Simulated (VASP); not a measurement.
# Pd (Fm-3m) in VASP: notebook

The runs below take Pd through single point, with PBE.

All numbers are computed with VASP 6.6.1; they aren't measurements. Logs are shortened: lines on timing, memory, paths and dates and some standing lists are left out, and cuts for length are marked.

## Step 1: The cell of the first run

The structure is cubic, space group Fm-3m (No. 225). Conventional cell: a = 3.947 Å, b = 3.947 Å, c = 3.947 Å, α = 90.00°, β = 90.00°, γ = 90.00°. Within 3.7 Å of Pd (site symmetry m-3m) lie 12 Pd at 2.79 Å.

## Step 2: Single point, PBE

INCAR reads:

```
PREC = Accurate ; ENCUT = 520
EDIFF = 1E-6 ; ISMEAR = -1
SIGMA = 0.1 ; LREAL = False
LASPH = True ; NELM = 100
ALGO = Normal ; ISIF = 2
LWAVE = False ; LCHARG = False
GGA = PE ; NBANDS = 11
```

KPOINTS reads:

```
regular mesh
0
Gamma
  2 2 2
```

POSCAR reads:

```
Pd
1.0
    0.0000000000      1.9734737307      1.9734737307
    1.9734737307      0.0000000000      1.9734737307
    1.9734737307      1.9734737307      0.0000000000
Pd
1
Direct
    0.0000000000      0.0000000000      0.0000000000
```

Potentials or basis: VASP PAW PBE potentials, release 64 (Pd).

Run with:

```console
$ cat potpaw_PBE.64/Pd/POTCAR > POTCAR
$ mpirun -np 1 vasp_std > vasp.out
```

OUTCAR:

```text
PREC = Accurate
   ENCUT = 520
   EDIFF = 1E-6
   ISMEAR = -1
   LREAL = False
   LASPH = True
   NELM = 100
   ISIF = 2
   GGA = PE

 ion  position               nearest neighbor table
   1  0.000  0.000  0.000-

  LATTYP: Found a face centered cubic cell.
 ALAT       =     3.9469474614

  Lattice vectors:

 A1 = (   0.0000000000,   1.9734737307,   1.9734737307)
 A2 = (   1.9734737307,   0.0000000000,   1.9734737307)
 A3 = (   1.9734737307,   1.9734737307,   0.0000000000)

Analysis of symmetry for initial positions (statically):
=====================================================================
 Subroutine PRICEL returns:
 Original cell was already a primitive cell.

 Routine SETGRP: Setting up the symmetry group for a
 face centered cubic supercell.

 Subroutine GETGRP returns: Found 48 space group operations
 (whereof 48 operations were pure point group operations)
 out of a pool of 48 trial point group operations.

The static configuration has the point symmetry O_h .

Analysis of symmetry for dynamics (positions and initial velocities):
=====================================================================
 Subroutine PRICEL returns:
 Original cell was already a primitive cell.

 Routine SETGRP: Setting up the symmetry group for a
 face centered cubic supercell.

 Subroutine GETGRP returns: Found 48 space group operations
 (whereof 48 operations were pure point group operations)
 out of a pool of 48 trial point group operations.

The dynamic configuration has the point symmetry O_h .

 Subroutine INISYM returns: Found 48 space group operations
 (whereof 48 operations are pure point group operations),
 and found     1 'primitive' translations

----------------------------------------------------------------------------------------

                                     Primitive cell

  volume of cell :      15.3718

  direct lattice vectors                    reciprocal lattice vectors
     0.000000000  1.973473731  1.973473731    -0.253360352  0.253360352  0.253360352
     1.973473731  0.000000000  1.973473731     0.253360352 -0.253360352  0.253360352
     1.973473731  1.973473731  0.000000000     0.253360352  0.253360352 -0.253360352

  length of vectors
     2.790913315  2.790913315  2.790913315     0.438833003  0.438833003  0.438833003

  position of ions in fractional coordinates (direct lattice)
     0.000000000  0.000000000  0.000000000

  ion indices of the primitive-cell ions
[... 57 lines left out ...]
   NFREE  =      0    steps in history (QN), initial steepest desc. (CG)
   ISIF   =      2    stress and relaxation
   ISYM   =      2    0-nonsym 1-usesym 2-fastsym
   POTIM  = 0.5000    time-step for ionic-motion
   TEBEG  =    0.0;   TEEND  =   0.0 temperature during run
   PSTRESS=    0.0 pullay stress
   NELECT =      10.0000    total number of electrons
   NUPDOWN=      -1.0000    fix difference up-down
   EMIN   =  10.00;   EMAX   =-10.00  energy-range for DOS
   EFERMI =   0.00;   METHOD = LEGACY
   ISMEAR =    -1;   SIGMA  =   0.10  broadening in eV -4-tet -1-fermi 0-gaus
   EFERMI_NEDOS =   21; number of points for ismear=-14 and -15
   IALGO  =     38    algorithm
   IMIX   =      4    mixing-type and parameters
     AMIX     =   0.40;   BMIX     =  1.00
     AMIX_MAG =   1.60;   BMIX_MAG =  1.00
  volume/ion in A,a.u.               =      15.37       103.73
  Fermi-wavevector in a.u.,A,eV,Ry     =   1.418514  2.680602 27.377380  2.012181
  Thomas-Fermi vector in A             =   2.539631
   LORBIT       =      0    0 simple, 1 ext, 2 COOP (PROOUT), +10 PAW based schemes
   GGA     = PE    functional components
   LHFCALC =     F    Hartree Fock is set to
   AEXX    =    0.0000 exact exchange contribution
   IVDW    =     0    specifies the selected vdW correction
   LEPSILON=     F    determine dielectric tensor
   LRPA    =     F    only Hartree local field effects (RPA)
 non-spin polarized calculation
  energy-cutoff  :      520.00
  volume of cell :       15.37
 maximum number of plane-waves:       412
 NGX is ok and might be reduce to    24
   NGX = 11   NGY = 11   NGZ = 11

 number of electron      10.0000000 magnetization

 Free energy of the ion-electron system (eV)
  ---------------------------------------------------
  ext. energy  EPLUGINS =         0.00000000
  ---------------------------------------------------
  free energy    TOTEN  =        -2.20686368 eV

  energy without entropy =       -1.99518030  energy(sigma->0) =       -2.10102199

 E-fermi :  10.2357     XC(G=0): -12.7979

 val. band max:       10.1972312157   @ k =   0.5000   0.5000   0.0000
 cond. band min:      10.2545047326   @ k =   0.5000   0.0000   0.0000
 fundamental gap:      0.0572735168
 Fermi energy:        10.2357232135

 k-point     1 :       0.0000    0.0000    0.0000
  band No.  band energies     occupation
      1       2.3202      2.00000
      2       7.1102      2.00000
      3       7.1102      2.00000
      4       7.1102      2.00000
      5       8.7447      2.00000
      6       8.7447      2.00000
      7      26.2331      0.00000
      8      30.8299      0.00000
      9      30.8299      0.00000
     10      30.8299      0.00000
     11      35.7542      0.00000
[... 15 lines left out ...]
 k-point     3 :       0.5000    0.5000    0.0000
  band No.  band energies     occupation
      1       4.5101      2.00000
      2       4.8469      2.00000
      3       9.9024      1.93110
      4      10.1972      1.19012
      5      10.1972      1.19012
      6      12.5354      0.00000
      7      19.8758      0.00000
      8      22.1753      0.00000
      9      22.1753      0.00000
     10      30.2518      0.00000
     11      30.5569      0.00000

------------------------ aborting loop because EDIFF is reached ----------------------------------------

  FORCE on cell =-STRESS in cart. coord.  units (eV):
  Direction    XX          YY          ZZ          XY          YZ          ZX
  --------------------------------------------------------------------------------------
  -------------------------------------------------------------------------------------
  Total        5.2408162      5.2408162      5.2408162      0.0000000      0.0000000      0.0000000
  in kB      546.2424761    546.2424761    546.2424761      0.0000000      0.0000000      0.0000000
  external PRESSURE =     546.2424761 kB  Pullay stress =       0.0000000 kB

 VOLUME and BASIS-vectors are now :
 -----------------------------------------------------------------------------
  energy-cutoff  :      520.00
  volume of cell :       15.37
      direct lattice vectors                 reciprocal lattice vectors
     0.000000000  1.973473731  1.973473731    -0.253360352  0.253360352  0.253360352
     1.973473731  0.000000000  1.973473731     0.253360352 -0.253360352  0.253360352
     1.973473731  1.973473731  0.000000000     0.253360352  0.253360352 -0.253360352

 POSITION                                       TOTAL-FORCE (eV/Angst)
 -----------------------------------------------------------------------------------
      0.00000      0.00000      0.00000         0.000000      0.000000      0.000000
 -----------------------------------------------------------------------------------
    total drift:                               -0.000000      0.000000     -0.000000

  FREE ENERGIE OF THE ION-ELECTRON SYSTEM (eV)
  ---------------------------------------------------
  free  energy   TOTEN  =        -2.2068636778 eV

  energy  without entropy=       -1.9951802961  energy(sigma->0) =       -2.10102199
```

OSZICAR:

```text
N       E                     dE             d eps       ncg     rms          rms(c)
DAV:   1     0.473508758177E+02    0.47351E+02   -0.52134E+03    66   0.876E+02
DAV:   2    -0.157609828998E+01   -0.48927E+02   -0.47589E+02    81   0.183E+02
DAV:   3    -0.225955007304E+01   -0.68345E+00   -0.68010E+00    75   0.222E+01
DAV:   4    -0.226343035997E+01   -0.38803E-02   -0.38799E-02    78   0.188E+00
DAV:   5    -0.226347774200E+01   -0.47382E-04   -0.47382E-04    91   0.184E-01    0.134E+01
DAV:   6    -0.232895630680E+01   -0.65479E-01   -0.19598E-01    78   0.419E+00    0.104E+01
DAV:   7    -0.221973059973E+01    0.10923E+00   -0.17015E-01    75   0.406E+00    0.645E+00
DAV:   8    -0.220734339978E+01    0.12387E-01   -0.34258E-03    72   0.536E-01    0.217E-01
DAV:   9    -0.220688613608E+01    0.45726E-03   -0.19124E-04    89   0.159E-01    0.531E-02
DAV:  10    -0.220689450432E+01   -0.83682E-05   -0.43088E-05    84   0.649E-02    0.718E-02
DAV:  11    -0.220686836957E+01    0.26135E-04   -0.44310E-05    75   0.651E-02    0.274E-02
DAV:  12    -0.220686411778E+01    0.42518E-05   -0.51578E-06    69   0.226E-02    0.716E-03
DAV:  13    -0.220686367778E+01    0.44000E-06   -0.14100E-07    33   0.405E-03
   1 F= -.22068637E+01 E0= -.21010220E+01  d E =-.211683E+00
```

stdout:

```text
POSCAR found type information on POSCAR Pd
 POSCAR found :  1 types and       1 ions
 scaLAPACK will be used
 LDA part: xc-table for (Slater+PW92), standard interpolation
 POSCAR, INCAR and KPOINTS ok, starting setup
 FFT: planning ... GRIDC
 FFT: planning ... GRID_SOFT
 FFT: planning ... GRID
 WAVECAR not read
 entering main loop
```

Run time: 1.6 s. Hardware: 1 thread of Intel Xeon 6975P-C (Granite Rapids), shared host; peak memory 0.13 GiB.

What came out:

* Free energy: -2.2069 eV
* Pressure: 54.6 GPa
* Band gap on the k mesh: zero (band 5 reaches 10.20 eV, above the bottom of band 6 at 8.74 eV)

Caveat: the k points lie up to 1.38 Å⁻¹ apart.

## Step 3: Single point, PBE

INCAR reads:

```
SYSTEM = Pd
ALGO = Normal
EDIFF = 1E-7
ENCUT = 520
GGA = PE
ISIF = 2
ISMEAR = -1
LASPH = .TRUE.
LCHARG = .FALSE.
LREAL = .FALSE.
LWAVE = .FALSE.
NBANDS = 11
NELM = 60
PREC = Accurate
SIGMA = 0.1
```

KPOINTS reads:

```
k-points
0
G
  4 4 4
  0 0 0
```

POSCAR is that of step 2.

Potentials or basis: VASP PAW PBE potentials, release 64 (Pd).

Run with:

```console
$ cat potpaw_PBE.64/Pd/POTCAR > POTCAR
$ mpirun -np 1 vasp_std > vasp.out
```

Wall time 1.8 s (1 thread of Intel Xeon 6975P-C (Granite Rapids), shared host); peak memory 0.13 GiB.

It converged, with:

```
Free energy            : -5.4093 eV
Pressure               : -0.8 GPa
Band gap on the k mesh : zero (band 5 reaches 9.44 eV, above the bottom of band 6 at 8.02 eV)
```

Levels at points of the mesh, in eV from the Fermi level:
| k point | band 2 | band 3 | band 4 | band 5 | band 6 | band 7 | band 8 | band 9 |
| --- | --- | --- | --- | --- | --- | --- | --- | --- |
| (0.00, 0.00, 0.00) | -2.85 | -2.85 | -2.85 | -1.33 | -1.33 | 16.91 | 21.46 | 21.46 |
| (0.50, 0.00, 0.00) | -2.89 | -2.89 | -0.21 | -0.21 | 0.86 | 6.79 | 16.26 | 20.46 |
| (0.50, 0.50, 0.00) | -4.98 | -0.23 | 0.09 | 0.09 | 3.11 | 10.13 | 12.74 | 12.74 |

Caveat: the k points lie up to 0.69 Å⁻¹ apart.
